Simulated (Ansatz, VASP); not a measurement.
**ZrS in VASP and in Ansatz**

```
Zr S
1.0
     0.04843    2.58308    2.58308
     2.58308    0.04843    2.58308
     2.63151    2.63151    0.00000
Zr S
1 1
Direct
  0.00000 0.00000 0.00000
  0.50000 0.50000 0.50000
```

Change from the starting cell: strain +0.0375 x Voigt [0, 0, 0, 0, 0, 1], atoms carried along.

Alike in both runs: task single point; functional PBEsol; k mesh 20 × 20 × 20; occupations gaussian, width 0.15 eV; no spin polarisation.

```csv
,VASP,Ansatz
version,VASP 6.6.1,Ansatz 0.2.0
potentials or method,"VASP PAW PBE potentials, release 64 (Zr_sv, S), cutoff 520 eV","scalar-relativistic, plane waves, PAW"
valence electrons in the cell,18,18
```

|  | VASP | Ansatz | Ansatz less VASP |
| --- | --- | --- | --- |
| gap on the k mesh at the Fermi level (eV) | none | none | - |
| pressure (GPa) | 0.3 | 0.0 | -0.24 |
| traceless stress, the component that is largest in VASP (GPa) | -1.08 | -1.10 | -0.021 |

VASP's potentials were made for PBE, not for PBEsol. A gap of «none» marks a metal or a gap that the smearing closes.
